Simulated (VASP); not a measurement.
# Al6Co5Ni (P4/mmm) in VASP: relaxation of cell and atoms with PBE

Aim: the relaxation of cell and atoms of Al6Co5Ni with PBE.

Everything below comes from runs of VASP 6.6.1. Logs are shortened: lines on timing, memory, paths and dates and some standing lists are left out, and cuts for length are marked.

**1. The cell of the first run**

Symmetry: P4/mmm, No. 123, tetragonal system. The conventional cell has a = 2.963 Å, b = 2.963 Å, c = 17.778 Å, α = 90.00°, β = 90.00°, γ = 90.00°. Al (site symmetry 4mm) has 4 Ni at 2.57 Å and 4 Co at 2.57 Å and 6 Al at 2.96 Å within 3.4 Å. Within 3.4 Å of Al (site symmetry 4mm) lie 8 Co at 2.57 Å and 6 Al at 2.96 Å. Al (site symmetry 4mm) has 8 Co at 2.57 Å and 6 Al at 2.96 Å within 3.4 Å. Co (site symmetry 4mm) has 8 Al at 2.57 Å and 5 Co at 2.96 Å and 1 Ni at 2.96 Å within 3.4 Å. Co (site symmetry 4mm) has 8 Al at 2.57 Å and 6 Co at 2.96 Å within 3.4 Å. Co (site symmetry 4/mmm) has 8 Al at 2.57 Å and 6 Co at 2.96 Å within 3.4 Å. Ni (site symmetry 4/mmm) has 8 Al at 2.57 Å and 4 Ni at 2.96 Å and 2 Co at 2.96 Å within 3.4 Å.

**2. Relaxation of cell and atoms, PBE, collinear spin, ferromagnetic start**

The input, INCAR:

```
ALGO = Normal
EDIFF = 1E-6
EDIFFG = -0.04
ENCUT = 600
GGA = PE
IBRION = 2
ISIF = 3
ISMEAR = 0
ISPIN = 2
LASPH = T
LCHARG = F
LMAXMIX = 4
LORBIT = 11
LREAL = F
LWAVE = F
MAGMOM = 0 0 0 0 0 0 3 3 3 3 3 2
NELM = 150
NSW = 90
PREC = Accurate
SIGMA = 0.1
```

The input, KPOINTS:

```
k-points
0
Gamma
  6 6 1
```

The input, POSCAR:

```
Al6Co5Ni
1.0
    2.9630232300      0.0000000000      0.0000000000
    0.0000000000      2.9630232300      0.0000000000
    0.0000000000      0.0000000000     17.7781394100
Al Co Ni
6 5 1
Direct
    0.0000000000      0.0000000000      0.9166666700
    0.0000000000      0.0000000000      0.0833333300
    0.0000000000      0.0000000000      0.2500000000
    0.0000000000      0.0000000000      0.4166666700
    0.0000000000      0.0000000000      0.5833333300
    0.0000000000      0.0000000000      0.7500000000
    0.5000000000      0.5000000000      0.1666666700
    0.5000000000      0.5000000000      0.3333333300
    0.5000000000      0.5000000000      0.5000000000
    0.5000000000      0.5000000000      0.6666666700
    0.5000000000      0.5000000000      0.8333333300
    0.5000000000      0.5000000000      0.0000000000
```

Potentials or basis: VASP PAW PBE potentials, release 64 (Al, Co, Ni).

Started as:

```sh
cat potpaw_PBE.64/Al/POTCAR potpaw_PBE.64/Co/POTCAR potpaw_PBE.64/Ni/POTCAR > POTCAR
mpirun -np 1 vasp_std > vasp.out
```

OUTCAR:

```text
EDIFF = 1E-6
   EDIFFG = -0.04
   ENCUT = 600
   GGA = PE
   IBRION = 2
   ISIF = 3
   ISMEAR = 0
   ISPIN = 2
   LASPH = T
   LORBIT = 11
   LREAL = F
   NELM = 150
   NSW = 90
   PREC = Accurate

 ion  position               nearest neighbor table
   1  0.000  0.000  0.917-  12 2.57  12 2.57  12 2.57  12 2.57  11 2.57  11 2.57  11 2.57  11 2.57
                             2 2.96   6 2.96
   2  0.000  0.000  0.083-  12 2.57  12 2.57  12 2.57  12 2.57   7 2.57   7 2.57   7 2.57   7 2.57
                             1 2.96   3 2.96
   3  0.000  0.000  0.250-   7 2.57   8 2.57   7 2.57   8 2.57   7 2.57   8 2.57   7 2.57   8 2.57
                             2 2.96   4 2.96
   4  0.000  0.000  0.417-   9 2.57   9 2.57   9 2.57   9 2.57   8 2.57   8 2.57   8 2.57   8 2.57
                             5 2.96   3 2.96
   5  0.000  0.000  0.583-   9 2.57   9 2.57   9 2.57   9 2.57  10 2.57  10 2.57  10 2.57  10 2.57
                             4 2.96   6 2.96
   6  0.000  0.000  0.750-  10 2.57  11 2.57  10 2.57  11 2.57  10 2.57  11 2.57  10 2.57  11 2.57
                             1 2.96   5 2.96
   7  0.500  0.500  0.167-   3 2.57   3 2.57   3 2.57   3 2.57   2 2.57   2 2.57   2 2.57   2 2.57
                             8 2.96  12 2.96
   8  0.500  0.500  0.333-   3 2.57   3 2.57   3 2.57   3 2.57   4 2.57   4 2.57   4 2.57   4 2.57
                             7 2.96   9 2.96
   9  0.500  0.500  0.500-   4 2.57   5 2.57   4 2.57   5 2.57   4 2.57   5 2.57   4 2.57   5 2.57
                             8 2.96  10 2.96
  10  0.500  0.500  0.667-   6 2.57   6 2.57   6 2.57   6 2.57   5 2.57   5 2.57   5 2.57   5 2.57
                            11 2.96   9 2.96
  11  0.500  0.500  0.833-   6 2.57   6 2.57   6 2.57   6 2.57   1 2.57   1 2.57   1 2.57   1 2.57
                            10 2.96  12 2.96
  12  0.500  0.500  0.000-   1 2.57   2 2.57   1 2.57   2 2.57   1 2.57   2 2.57   1 2.57   2 2.57
                             7 2.96  11 2.96

  LATTYP: Found a simple tetragonal cell.
 ALAT       =     2.9630232300
 C/A-ratio  =     6.0000000101

  Lattice vectors:

 A1 = (   2.9630232300,   0.0000000000,   0.0000000000)
 A2 = (   0.0000000000,   2.9630232300,   0.0000000000)
 A3 = (   0.0000000000,   0.0000000000,  17.7781394100)

Analysis of symmetry for initial positions (statically):
=====================================================================
 Subroutine PRICEL returns:
 Original cell was already a primitive cell.

 Routine SETGRP: Setting up the symmetry group for a
[... 1227 lines left out ...]

  FORCE on cell =-STRESS in cart. coord.  units (eV):
  Direction    XX          YY          ZZ          XY          YZ          ZX
  --------------------------------------------------------------------------------------
  -------------------------------------------------------------------------------------
  Total      -13.8063277    -13.8063277    -14.3068331      0.0000000      0.0000000      0.0000000
  in kB     -141.7203903   -141.7203903   -146.8580213      0.0000000      0.0000000      0.0000000
  external PRESSURE =    -143.4329340 kB  Pullay stress =       0.0000000 kB
[... 121 lines left out ...]
  FREE ENERGIE OF THE ION-ELECTRON SYSTEM (eV)
  ---------------------------------------------------
  free  energy   TOTEN  =       -70.3887113713 eV

  energy  without entropy=      -70.3439786635  energy(sigma->0) =      -70.36634502

[... ionic steps 4 to 10 ...]

--------------------------------------- Ionic step       11  -------------------------------------------

 number of electron      72.9999984 magnetization      -0.0000078

------------------------ aborting loop because EDIFF is reached ----------------------------------------
[... 87 lines left out ...]
--------------------------------------- Ionic step       13  -------------------------------------------

 number of electron      72.9999986 magnetization      -0.0000061

 Free energy of the ion-electron system (eV)
  ---------------------------------------------------
  ext. energy  EPLUGINS =         0.00000000
  ---------------------------------------------------
  free energy    TOTEN  =       -70.43329168 eV

  energy without entropy =      -70.41068357  energy(sigma->0) =      -70.42198763

 E-fermi :  10.4050     XC(G=0): -12.2045

 val. band max:       10.3414972308   @ k =   0.3333   0.1667   0.0000
 cond. band min:      10.5017504780   @ k =   0.5000   0.0000   0.0000
 fundamental gap:      0.1602532472
 Fermi energy:        10.4050233849

 spin component 1

 k-point     1 :       0.0000    0.0000    0.0000
  band No.  band energies     occupation
      1      -0.6351      1.00000
      2      -0.1534      1.00000
      3      -0.1197      1.00000
      4       1.3114      1.00000
      5       1.3128      1.00000
      6       3.3872      1.00000
[... 1012 lines left out ...]
     47      13.0233      0.00000
     48      13.0339      0.00000
 [bands above 48 left out]

------------------------ aborting loop because EDIFF is reached ----------------------------------------

  FORCE on cell =-STRESS in cart. coord.  units (eV):
  Direction    XX          YY          ZZ          XY          YZ          ZX
  --------------------------------------------------------------------------------------
  -------------------------------------------------------------------------------------
  Total        0.1512358      0.1512358      0.3682265      0.0000000     -0.0000000      0.0000000
  in kB        1.7273401      1.7273401      4.2057002      0.0000000     -0.0000000      0.0000000
  external PRESSURE =       2.5534602 kB  Pullay stress =       0.0000000 kB
[... 27 lines left out ...]
  FREE ENERGIE OF THE ION-ELECTRON SYSTEM (eV)
  ---------------------------------------------------
  free  energy   TOTEN  =       -70.4332916800 eV

  energy  without entropy=      -70.4106835740  energy(sigma->0) =      -70.42198763

 reached required accuracy - stopping structural energy minimisation

 total charge

# of ion       s       p       d       tot
------------------------------------------
    1        0.388   0.419   0.000   0.807
    2        0.388   0.419   0.000   0.807
    3        0.394   0.427   0.000   0.822
    4        0.395   0.430   0.000   0.825
    5        0.395   0.430   0.000   0.825
    6        0.394   0.427   0.000   0.822
    7        0.435   0.494   7.514   8.443
    8        0.434   0.499   7.515   8.449
    9        0.435   0.502   7.516   8.453
   10        0.434   0.499   7.515   8.449
   11        0.435   0.494   7.514   8.443
   12        0.474   0.499   8.473   9.446
--------------------------------------------------
tot          5.002   5.540  46.048  56.589

 magnetization (x)

# of ion       s       p       d       tot
------------------------------------------
    1        0.000  -0.000   0.000  -0.000
    2        0.000  -0.000   0.000  -0.000
    3       -0.000  -0.000   0.000  -0.000
    4        0.000  -0.000   0.000  -0.000
    5        0.000  -0.000   0.000  -0.000
    6       -0.000  -0.000   0.000  -0.000
    7        0.000  -0.000  -0.000  -0.000
    8       -0.000  -0.000   0.000   0.000
    9        0.000  -0.000   0.000   0.000
   10       -0.000  -0.000   0.000   0.000
   11        0.000  -0.000  -0.000  -0.000
   12        0.000  -0.000  -0.000  -0.000
--------------------------------------------------
tot          0.000  -0.000   0.000  -0.000
```

OSZICAR:

```text
N       E                     dE             d eps       ncg     rms          rms(c)
DAV:   1     0.504941876989E+03    0.50494E+03   -0.33065E+04  2080   0.171E+03
DAV:   2    -0.327367443980E+02   -0.53768E+03   -0.51179E+03  2080   0.360E+02
DAV:   3    -0.744372938961E+02   -0.41701E+02   -0.37790E+02  2304   0.122E+02
[... 204 lines left out ...]
DAV:   6    -0.704335958811E+02   -0.55219E-04   -0.27224E-03  2984   0.752E-01    0.196E-01
DAV:   7    -0.704333724328E+02    0.22345E-03   -0.16307E-03  2944   0.564E-01    0.835E-02
DAV:   8    -0.704332952229E+02    0.77210E-04   -0.38286E-04  2976   0.206E-01    0.244E-02
DAV:   9    -0.704332915197E+02    0.37031E-05   -0.42470E-05  3032   0.647E-02    0.576E-03
DAV:  10    -0.704332916800E+02   -0.16029E-06   -0.44981E-06  2168   0.170E-02
  13 F= -.70433292E+02 E0= -.70421988E+02  d E =-.333020E-02  mag=    -0.0000
```

CONTCAR:

```text
Al6Co5Ni
   1.00000000000000
     2.8294140885111410   -0.0000000000000000   -0.0000000000000000
    -0.0000000000000000    2.8294140885111410    0.0000000000000000
    -0.0000000000000000   -0.0000000000000000   17.5224284821581975
  Al              Co              Ni
     6     5     1
Direct
     0.0000000000000000    1.0000000000000000    0.9138847028916149
     0.0000000000000000    0.0000000000000000    0.0861152971083851
     0.0000000000000000    0.0000000000000000    0.2521608163158460
     0.0000000000000000    0.0000000000000000    0.4175003585787952
     0.0000000000000000    1.0000000000000000    0.5824996414212050
     0.0000000000000000    1.0000000000000000    0.7478391836841540
     0.5000000000000000    0.5000000000000000    0.1694934357757888
     0.5000000000000000    0.5000000000000000    0.3352712337769284
     0.5000000000000000    0.5000000000000000    0.5000000000000000
     0.5000000000000000    0.5000000000000000    0.6647287662230715
     0.5000000000000000    0.5000000000000000    0.8305065642242113
     0.5000000000000000    0.5000000000000000    0.0000000000000000

  0.00000000E+00  0.00000000E+00  0.00000000E+00
  0.00000000E+00  0.00000000E+00  0.00000000E+00
  0.00000000E+00  0.00000000E+00  0.00000000E+00
  0.00000000E+00  0.00000000E+00  0.00000000E+00
  0.00000000E+00  0.00000000E+00  0.00000000E+00
  0.00000000E+00  0.00000000E+00  0.00000000E+00
  0.00000000E+00  0.00000000E+00  0.00000000E+00
  0.00000000E+00  0.00000000E+00  0.00000000E+00
  0.00000000E+00  0.00000000E+00  0.00000000E+00
  0.00000000E+00  0.00000000E+00  0.00000000E+00
  0.00000000E+00  0.00000000E+00  0.00000000E+00
  0.00000000E+00  0.00000000E+00  0.00000000E+00
```

Wall time 31 min (1 thread of Intel Xeon 6975P-C (Granite Rapids), shared host); peak memory 0.44 GiB.

Results:

| Quantity | Value |
| --- | --- |
| Free energy | -70.4333 eV |
| Relaxed volume | 11.69 Å³/atom |
| Relaxed cell | a = 2.829 Å, b = 2.829 Å, c = 17.522 Å, α = 90.00°, β = 90.00°, γ = 90.00° |
| Space group after relaxing (to 0.1 Å) | P4/mmm (No. 123) |
| Energy gained by relaxing | 63.9 meV/atom |
| Ionic steps | 13 |
| Pressure after relaxing | 0.3 GPa |
| Largest force after relaxing | 0.017 eV/Å |
| Net moment | 0.00 μB per cell |
| Valence electrons inside the program's atomic spheres | Al 0.81, 0.82 (each value once); Co 8.44, 8.45 (each value once); Ni 9.45 |

Forces in eV/Å, atoms in the order of the input:
```
Al   0.000  0.000  0.017
Al   0.000  0.000 -0.017
Al   0.000  0.000 -0.014
Al   0.000  0.000  0.010
Al   0.000  0.000 -0.010
Al   0.000  0.000  0.014
Co   0.000  0.000  0.002
Co   0.000  0.000  0.010
Co   0.000  0.000  0.000
Co   0.000  0.000 -0.010
Co   0.000  0.000 -0.002
Ni   0.000  0.000  0.000
```

Step by step:
| step | energy change (eV) | largest force (eV/Å) | pressure (GPa) | volume (Å³) |
| --- | --- | --- | --- | --- |
| 1 | 0.0000 | 0.4428 | -14.34 | 156.08 |
| 2 | -0.3522 | 0.1459 | 13.71 | 131.23 |
| 3 | -0.7228 | 0.1351 | -0.58 | 140.97 |
| 4 | -0.7239 | 0.1291 | -0.16 | 140.53 |
| 5 | -0.7239 | 0.1249 | 0.14 | 140.23 |
| 6 | -0.7391 | 0.0956 | 0.51 | 140.07 |
| 7 | -0.7565 | 0.1239 | 0.98 | 139.67 |
| 8 | -0.7568 | 0.0726 | -1.34 | 141.51 |
| 9 | -0.7605 | 0.0952 | -0.24 | 140.60 |
| 10 | -0.7628 | 0.0554 | -0.12 | 140.51 |
| 11 | -0.7640 | 0.1019 | 0.02 | 140.38 |
| 12 | -0.7661 | 0.0623 | 0.11 | 140.35 |
| 13 | -0.7673 | 0.0174 | 0.26 | 140.28 |

Final structure:
```cif
data_structure
_symmetry_space_group_name_H-M 'P 1'
_symmetry_Int_Tables_number 1
_cell_length_a 2.8294
_cell_length_b 2.8294
_cell_length_c 17.5224
_cell_angle_alpha 90.000
_cell_angle_beta 90.000
_cell_angle_gamma 90.000
_cell_volume 140.28
loop_
_atom_site_label
_atom_site_type_symbol
_atom_site_fract_x
_atom_site_fract_y
_atom_site_fract_z
_atom_site_occupancy
Al1 Al 0.00000 0.00000 0.91388 1
Al2 Al 0.00000 0.00000 0.08612 1
Al3 Al 0.00000 0.00000 0.25216 1
Al4 Al 0.00000 0.00000 0.41750 1
Al5 Al 0.00000 0.00000 0.58250 1
Al6 Al 0.00000 0.00000 0.74784 1
Co1 Co 0.50000 0.50000 0.16949 1
Co2 Co 0.50000 0.50000 0.33527 1
Co3 Co 0.50000 0.50000 0.50000 1
Co4 Co 0.50000 0.50000 0.66473 1
Co5 Co 0.50000 0.50000 0.83051 1
Ni1 Ni 0.50000 0.50000 0.00000 1
```

Levels at points of the mesh, in eV from the Fermi level:
Spin up:
```csv
k point,band 33,band 34,band 35,band 36,band 37,band 38,band 39,band 40,band 41,band 42
"(0.00, 0.00, 0.00)",-0.72,-0.69,-0.66,-0.65,-0.23,0.33,0.45,2.44,2.51,5.16
"(0.50, 0.00, 0.00)",-1.20,-0.99,-0.85,-0.72,-0.67,-0.13,0.10,0.18,0.28,0.28
"(0.50, 0.50, 0.00)",-0.15,-0.14,-0.11,-0.11,1.00,1.00,1.03,1.03,2.10,2.27
```
Spin down:
| k point | band 33 | band 34 | band 35 | band 36 | band 37 | band 38 | band 39 | band 40 | band 41 | band 42 |
| --- | --- | --- | --- | --- | --- | --- | --- | --- | --- | --- |
| (0.00, 0.00, 0.00) | -0.72 | -0.69 | -0.66 | -0.65 | -0.23 | 0.33 | 0.45 | 2.44 | 2.51 | 5.16 |
| (0.50, 0.00, 0.00) | -1.20 | -0.99 | -0.85 | -0.72 | -0.67 | -0.13 | 0.10 | 0.18 | 0.28 | 0.28 |
| (0.50, 0.50, 0.00) | -0.15 | -0.14 | -0.11 | -0.11 | 1.00 | 1.00 | 1.03 | 1.03 | 2.10 | 2.27 |

Caveat: the moments typed at the start vanished in this run.
